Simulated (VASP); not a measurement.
# CsH2 (P4/nmm) in VASP: notebook

CsH2 is run at these levels: PBE; tasks: single point, relaxation of cell and atoms.

Program: VASP 6.6.1. These are calculated values, not measurements. Logs are shortened: lines on timing, memory, paths and dates and some standing lists are left out, and cuts for length are marked.

## (1) The cell of the first run

The structure is tetragonal, space group P4/nmm (No. 129). The conventional cell has a = 4.018 Å, b = 4.018 Å, c = 7.449 Å, α = 90.00°, β = 90.00°, γ = 90.00°. Within 3.5 Å of Cs (site symmetry 4mm) lie 9 H at 2.63 to 3.07 Å. Within 2.9 Å of H (site symmetry -4m2) lie 8 H at 2.14 to 2.84 Å and 4 Cs at 2.76 Å. H (site symmetry 4mm) has 4 H at 2.14 Å and 1 Cs at 2.63 Å within 2.8 Å.

## (2) Single point, PBE

The input, INCAR:

```
ALGO = Normal
EDIFF = 1E-6
ENCUT = 520
GGA = PE
ISIF = 2
ISMEAR = 0
LASPH = T
LCHARG = F
LREAL = F
LWAVE = F
NBANDS = 20
NELM = 100
PREC = Accurate
SIGMA = 0.1
```

The input, KPOINTS:

```
k-points
0
Gamma
  4 4 4
```

The input, POSCAR:

```
CsH2
1.0
    4.0178275998      0.0000000000      0.0000000000
    0.0000000000      4.0178275998      0.0000000000
    0.0000000000      0.0000000000      7.4493722661
Cs H
2 4
Direct
    0.0000000000      0.5000000000      0.7456571004
    0.5000000000      0.0000000000      0.2543428996
    0.0000000000      0.0000000000      0.0000000000
    0.5000000000      0.5000000000      0.0000000000
    0.0000000000      0.5000000000      0.0986715750
    0.5000000000      0.0000000000      0.9013284250
```

Potentials or basis: VASP PAW PBE potentials, release 64 (Cs_sv, H).

The run is started by

```
> cat potpaw_PBE.64/Cs_sv/POTCAR potpaw_PBE.64/H/POTCAR > POTCAR
> mpirun -np 1 vasp_std > vasp.out
```

OUTCAR:

```text
EDIFF = 1E-6
   ENCUT = 520
   GGA = PE
   ISIF = 2
   ISMEAR = 0
   LASPH = T
   LREAL = F
   NELM = 100
   PREC = Accurate

 ion  position               nearest neighbor table
   1  0.000  0.500  0.746-
   2  0.500  0.000  0.254-
   3  0.000  0.000  0.000-
   4  0.500  0.500  0.000-
   5  0.000  0.500  0.099-
   6  0.500  0.000  0.901-

  LATTYP: Found a simple tetragonal cell.
 ALAT       =     4.0178275998
 C/A-ratio  =     1.8540796192

  Lattice vectors:

 A1 = (   4.0178275998,   0.0000000000,   0.0000000000)
 A2 = (   0.0000000000,   4.0178275998,   0.0000000000)
 A3 = (   0.0000000000,   0.0000000000,   7.4493722661)

Analysis of symmetry for initial positions (statically):
=====================================================================
 Subroutine PRICEL returns:
 Original cell was already a primitive cell.

 Routine SETGRP: Setting up the symmetry group for a
 simple tetragonal supercell.

 Subroutine GETGRP returns: Found 16 space group operations
 (whereof  8 operations were pure point group operations)
 out of a pool of 16 trial point group operations.

The static configuration has the point symmetry D_2d.
 The point group associated with its full space group is D_4h.

Analysis of symmetry for dynamics (positions and initial velocities):
=====================================================================
 Subroutine PRICEL returns:
 Original cell was already a primitive cell.

 Routine SETGRP: Setting up the symmetry group for a
 simple tetragonal supercell.

 Subroutine GETGRP returns: Found 16 space group operations
 (whereof  8 operations were pure point group operations)
 out of a pool of 16 trial point group operations.

The dynamic configuration has the point symmetry D_2d.
 The point group associated with its full space group is D_4h.

 Subroutine INISYM returns: Found 16 space group operations
 (whereof  8 operations are pure point group operations),
 and found     1 'primitive' translations

----------------------------------------------------------------------------------------

                                     Primitive cell

  volume of cell :     120.2548

  direct lattice vectors                    reciprocal lattice vectors
     4.017827600  0.000000000  0.000000000     0.248890719  0.000000000  0.000000000
     0.000000000  4.017827600  0.000000000     0.000000000  0.248890719  0.000000000
     0.000000000  0.000000000  7.449372266     0.000000000  0.000000000  0.134239499

  length of vectors
     4.017827600  4.017827600  7.449372266     0.248890719  0.248890719  0.134239499

  position of ions in fractional coordinates (direct lattice)
     0.000000000  0.500000000  0.745657100
     0.500000000  0.000000000  0.254342900
     0.000000000  0.000000000  0.000000000
     0.500000000  0.500000000  0.000000000
     0.000000000  0.500000000  0.098671575
     0.500000000  0.000000000  0.901328425

  ion indices of the primitive-cell ions
   primitive index   ion index
                 1           1
                 2           2
                 3           3
                 4           4
                 5           5
                 6           6

----------------------------------------------------------------------------------------

 KPOINTS: k-points

Automatic generation of k-mesh.
 Grid dimensions read from file:
 generate k-points for:    4    4    4

 Generating k-lattice:

  Cartesian coordinates                     Fractional coordinates (reciprocal lattice)
     0.062222680  0.000000000  0.000000000     0.250000000  0.000000000  0.000000000
     0.000000000  0.062222680  0.000000000     0.000000000  0.250000000  0.000000000
     0.000000000  0.000000000  0.033559875     0.000000000  0.000000000  0.250000000

  Length of vectors
     0.062222680  0.062222680  0.033559875

  Shift w.r.t. Gamma in fractional coordinates (k-lattice)
     0.000000000  0.000000000  0.000000000

 Subroutine IBZKPT returns following result:
 ===========================================

 Found     18 irreducible k-points:

 Following reciprocal coordinates:
            Coordinates               Weight
  0.000000  0.000000  0.000000      1.000000
  0.250000  0.000000  0.000000      4.000000
  0.500000  0.000000  0.000000      2.000000
  0.250000  0.250000  0.000000      4.000000
  0.500000  0.250000  0.000000      4.000000
  0.500000  0.500000  0.000000      1.000000
[... 10 lines left out ...]
  0.500000  0.250000  0.500000      4.000000
  0.500000  0.500000  0.500000      1.000000
   k-points           NKPTS =     18   k-points in BZ     NKDIM =     18   number of bands    NBANDS=     20
   number of dos      NEDOS =    301   number of ions     NIONS =      6
   total plane-waves  NPLWV =  50400
   dimension x,y,z NGX =    30 NGY =   30 NGZ =   56
   dimension x,y,z NGXF=    60 NGYF=   60 NGZF=  112
   ions per type =               2   4
   NGX,Y,Z   is equivalent  to a cutoff of  12.41, 12.41, 12.50 a.u.
   NGXF,Y,Z  is equivalent  to a cutoff of  24.83, 24.83, 24.99 a.u.
 SYSTEM =  unknown system
   PREC   = accura    normal or accurate (medium, high low for compatibility)
   ISTART =      0    job   : 0-new  1-cont  2-samecut
   ICHARG =      2    charge: 1-file 2-atom 10-const
   ISPIN  =      1    spin polarized calculation?
   LNONCOLLINEAR =      F non collinear calculations
   LSORBIT =      F    spin-orbit coupling
   LASPH  =      T    aspherical Exc in radial PAW
   ENCUT  =  520.0 eV  38.22 Ry    6.18 a.u.   7.47  7.47 13.85*2*pi/ulx,y,z
   NELM   =    100;   NELMIN=  2; NELMDL= -5     # of ELM steps
   EDIFF  = 0.1E-05   stopping-criterion for ELM
   LREAL  =      F    real-space projection
[... 7 lines left out ...]
   TEBEG  =    0.0;   TEEND  =   0.0 temperature during run
   PSTRESS=    0.0 pullay stress
   NELECT =      22.0000    total number of electrons
   NUPDOWN=      -1.0000    fix difference up-down
   EMIN   =  10.00;   EMAX   =-10.00  energy-range for DOS
   EFERMI =   0.00;   METHOD = LEGACY
   ISMEAR =     0;   SIGMA  =   0.10  broadening in eV -4-tet -1-fermi 0-gaus
   EFERMI_NEDOS =   21; number of points for ismear=-14 and -15
   IALGO  =     38    algorithm
   IMIX   =      4    mixing-type and parameters
     AMIX     =   0.40;   BMIX     =  1.00
     AMIX_MAG =   1.60;   BMIX_MAG =  1.00
  volume/ion in A,a.u.               =      20.04       135.25
  Fermi-wavevector in a.u.,A,eV,Ry     =   0.929355  1.756226 11.751361  0.863701
  Thomas-Fermi vector in A             =   2.055629
   LORBIT       =      0    0 simple, 1 ext, 2 COOP (PROOUT), +10 PAW based schemes
   GGA     = PE    functional components
   LHFCALC =     F    Hartree Fock is set to
   AEXX    =    0.0000 exact exchange contribution
   IVDW    =     0    specifies the selected vdW correction
   LEPSILON=     F    determine dielectric tensor
   LRPA    =     F    only Hartree local field effects (RPA)
 non-spin polarized calculation
 Gauss-broadening in eV      SIGMA  =   0.10
  energy-cutoff  :      520.00
  volume of cell :      120.25
 maximum number of plane-waves:      3307
 NGX is ok and might be reduce to    30
   NGX = 15   NGY = 15   NGZ = 27

 number of electron      21.9999999 magnetization

 Free energy of the ion-electron system (eV)
  ---------------------------------------------------
  ext. energy  EPLUGINS =         0.00000000
  ---------------------------------------------------
  free energy    TOTEN  =       -11.78613786 eV

  energy without entropy =      -11.76082384  energy(sigma->0) =      -11.77348085

 E-fermi :   0.9732     XC(G=0):  -7.9489

 val. band max:        0.9495736744   @ k =   0.5000   0.2500   0.2500
 cond. band min:       0.9869142710   @ k =   0.5000   0.2500   0.5000
 fundamental gap:      0.0373405966
 Fermi energy:         0.9732076816

 k-point     1 :       0.0000    0.0000    0.0000
  band No.  band energies     occupation
      1     -20.6092      2.00000
      2     -20.5259      2.00000
      3      -8.2794      2.00000
      4      -7.1366      2.00000
      5      -7.0203      2.00000
      6      -7.0203      2.00000
[... 12 lines left out ...]
     19       6.2402      0.00000
     20       9.3756      0.00000

 k-point     2 :       0.2500    0.0000    0.0000
  band No.  band energies     occupation
      1     -20.5484      2.00000
      2     -20.4885      2.00000
      3      -8.0554      2.00000
      4      -7.6368      2.00000
      5      -7.5346      2.00000
      6      -7.1922      2.00000
[... 12 lines left out ...]
     19       7.6368      0.00000
     20       7.6387      0.00000

 k-point     3 :       0.5000    0.0000    0.0000
  band No.  band energies     occupation
      1     -20.4683      2.00000
      2     -20.4683      2.00000
      3      -8.1442      2.00000
      4      -8.1442      2.00000
      5      -7.5001      2.00000
      6      -7.5001      2.00000
[... 12 lines left out ...]
     19       7.9375      0.00000
     20       7.9375      0.00000

 k-point     4 :       0.2500    0.2500    0.0000
  band No.  band energies     occupation
      1     -20.4922      2.00000
      2     -20.4492      2.00000
      3      -7.8741      2.00000
      4      -7.5821      2.00000
      5      -7.5627      2.00000
      6      -7.4763      2.00000
[... 291 lines left out ...]
 k-point    17 :       0.5000    0.2500    0.5000
  band No.  band energies     occupation
      1     -20.4217      2.00000
      2     -20.4217      2.00000
      3      -8.0961      2.00000
      4      -8.0961      2.00000
      5      -7.4052      2.00000
      6      -7.4052      2.00000
[... 12 lines left out ...]
     19       8.6833      0.00000
     20       8.6833      0.00000

 k-point    18 :       0.5000    0.5000    0.5000
  band No.  band energies     occupation
      1     -20.3742      2.00000
      2     -20.3742      2.00000
      3      -7.9087      2.00000
      4      -7.9087      2.00000
      5      -7.8593      2.00000
      6      -7.8593      2.00000
[... 12 lines left out ...]
     19       9.7819      0.00000
     20       9.7820      0.00000

------------------------ aborting loop because EDIFF is reached ----------------------------------------

  FORCE on cell =-STRESS in cart. coord.  units (eV):
  Direction    XX          YY          ZZ          XY          YZ          ZX
  --------------------------------------------------------------------------------------
  -------------------------------------------------------------------------------------
  Total        0.0203216      0.0203216      0.2145248      0.0000000      0.0000000      0.0000000
  in kB        0.2707492      0.2707492      2.8581548      0.0000000      0.0000000      0.0000000
  external PRESSURE =       1.1332177 kB  Pullay stress =       0.0000000 kB

 VOLUME and BASIS-vectors are now :
 -----------------------------------------------------------------------------
  energy-cutoff  :      520.00
  volume of cell :      120.25
      direct lattice vectors                 reciprocal lattice vectors
     4.017827600  0.000000000  0.000000000     0.248890719  0.000000000  0.000000000
     0.000000000  4.017827600  0.000000000     0.000000000  0.248890719  0.000000000
     0.000000000  0.000000000  7.449372266     0.000000000  0.000000000  0.134239499

 POSITION                                       TOTAL-FORCE (eV/Angst)
 -----------------------------------------------------------------------------------
      0.00000      2.00891      5.55468         0.000000     -0.000000     -0.014289
      2.00891      0.00000      1.89469        -0.000000     -0.000000      0.014289
      0.00000      0.00000      0.00000        -0.000000      0.000000      0.000000
      2.00891      2.00891      0.00000         0.000000     -0.000000      0.000000
      0.00000      2.00891      0.73504         0.000000     -0.000000      0.029443
      2.00891      0.00000      6.71433        -0.000000     -0.000000     -0.029443
 -----------------------------------------------------------------------------------
    total drift:                                0.000000      0.000000      0.000000

  FREE ENERGIE OF THE ION-ELECTRON SYSTEM (eV)
  ---------------------------------------------------
  free  energy   TOTEN  =       -11.7861378644 eV

  energy  without entropy=      -11.7608238370  energy(sigma->0) =      -11.77348085
```

Wall time 23 s (1 thread of Intel Xeon 6975P-C (Granite Rapids), shared host); peak memory 0.22 GiB.

What came out:

```yaml
Free_energy: -11.7861 eV
Pressure: 0.1 GPa
Largest_force: 0.029 eV/Å
Band_gap_on_the_k_mesh: zero (bands 11 and 12 overlap by 2.18 eV)
```

Forces on the atoms (eV/Å):
```
Cs   0.000  0.000 -0.014
Cs   0.000  0.000  0.014
H    0.000  0.000  0.000
H    0.000  0.000  0.000
H    0.000  0.000  0.029
H    0.000  0.000 -0.029
```

Stress tensor (GPa, compression positive):
```
0.03 0.00 0.00
0.00 0.03 0.00
0.00 0.00 0.29
```

Levels at points of the mesh, in eV from the Fermi level:
| k point | band 7 | band 8 | band 9 | band 10 | band 11 | band 12 | band 13 | band 14 | band 15 | band 16 |
| --- | --- | --- | --- | --- | --- | --- | --- | --- | --- | --- |
| (0.00, 0.00, 0.00) | -7.85 | -7.85 | -3.75 | -1.41 | -0.15 | 2.07 | 3.61 | 3.94 | 4.41 | 4.47 |
| (0.50, 0.00, 0.00) | -7.81 | -7.81 | -2.13 | -2.13 | 1.00 | 1.00 | 2.54 | 2.54 | 5.00 | 5.00 |
| (0.50, 0.50, 0.00) | -8.26 | -8.26 | -1.73 | -1.73 | -1.18 | -1.18 | 4.17 | 4.17 | 4.18 | 4.18 |
| (0.00, 0.00, 0.50) | -7.91 | -7.91 | -3.32 | -1.38 | -0.12 | 1.66 | 2.24 | 3.24 | 4.67 | 5.60 |
| (0.50, 0.00, 0.50) | -7.81 | -7.81 | -2.32 | -2.32 | 0.97 | 0.97 | 3.29 | 3.29 | 4.27 | 4.27 |
| (0.50, 0.50, 0.50) | -8.27 | -8.27 | -1.55 | -1.55 | -1.00 | -1.00 | 3.10 | 3.10 | 3.33 | 3.33 |

Caveat: the k points lie up to 0.39 Å⁻¹ apart, too coarse for converged energies and pressures of a metal; spin-orbit coupling is left out, which moves the levels of the heavy elements.

## (3) Single point, PBE

This run uses another cell than the first one, of 20.59 Å³/atom.

The input, INCAR:

```
PREC = Accurate
ENCUT = 520
EDIFF = 1E-7
ISMEAR = 0
SIGMA = 0.1
LREAL = F
LASPH = T
NELM = 100
ALGO = Normal
ISIF = 2
LWAVE = F
LCHARG = F
GGA = PE
NBANDS = 20
```

The input, KPOINTS:

```
Automatic mesh
0
Gamma
  6 6 4
```

The input, POSCAR:

```
CsH2
1.0
    3.9722367565      0.0000000000      0.0000000000
    0.0000000000      3.9722367565      0.0000000000
    0.0000000000      0.0000000000      7.8282145885
Cs H
2 4
Direct
    0.0000000000      0.5000000000      0.7562084612
    0.5000000000      0.0000000000      0.2437915388
    0.0000000000      0.0000000000      0.0000000000
    0.5000000000      0.5000000000      0.0000000000
    0.0000000000      0.5000000000      0.0921396514
    0.5000000000      0.0000000000      0.9078603486
```

Potentials or basis: VASP PAW PBE potentials, release 64 (Cs_sv, H).

The run is started by

```
> cat potpaw_PBE.64/Cs_sv/POTCAR potpaw_PBE.64/H/POTCAR > POTCAR
> mpirun -np 1 vasp_std > vasp.out
```

Run time: 45 s. Hardware: 1 thread of Intel Xeon 6975P-C (Granite Rapids), shared host; peak memory 0.24 GiB.

It converged, with:

* Free energy: -11.8361 eV
* Pressure: 0.1 GPa
* Band gap on the k mesh: zero (bands 11 and 12 overlap by 2.27 eV)

Forces in eV/Å, atoms in the order of the input:
```
Cs   0.000  0.000 -0.002
Cs   0.000  0.000  0.002
H    0.000  0.000  0.000
H    0.000  0.000  0.000
H    0.000  0.000  0.002
H    0.000  0.000 -0.002
```

Stress tensor (GPa, compression positive):
```
 0.22  0.00  0.00
 0.00  0.22  0.00
 0.00  0.00 -0.02
```

Levels at points of the mesh, in eV from the Fermi level:
| k point | band 9 | band 10 | band 11 | band 12 | band 13 | band 14 |
| --- | --- | --- | --- | --- | --- | --- |
| (0.00, 0.00, 0.00) | -4.05 | -1.66 | -0.35 | 1.46 | 3.00 | 3.49 |
| (0.50, 0.00, 0.00) | -2.48 | -2.48 | 0.83 | 0.83 | 2.09 | 2.09 |
| (0.50, 0.50, 0.00) | -2.00 | -2.00 | -1.44 | -1.44 | 3.69 | 3.69 |
| (0.00, 0.00, 0.50) | -3.71 | -1.65 | -0.33 | 1.00 | 2.01 | 3.03 |
| (0.50, 0.00, 0.50) | -2.63 | -2.63 | 0.79 | 0.79 | 2.73 | 2.73 |
| (0.50, 0.50, 0.50) | -1.88 | -1.88 | -1.31 | -1.31 | 2.78 | 2.78 |

Caveat: spin-orbit coupling is left out, which moves the levels of the heavy elements.

[end of part 1 of 2]
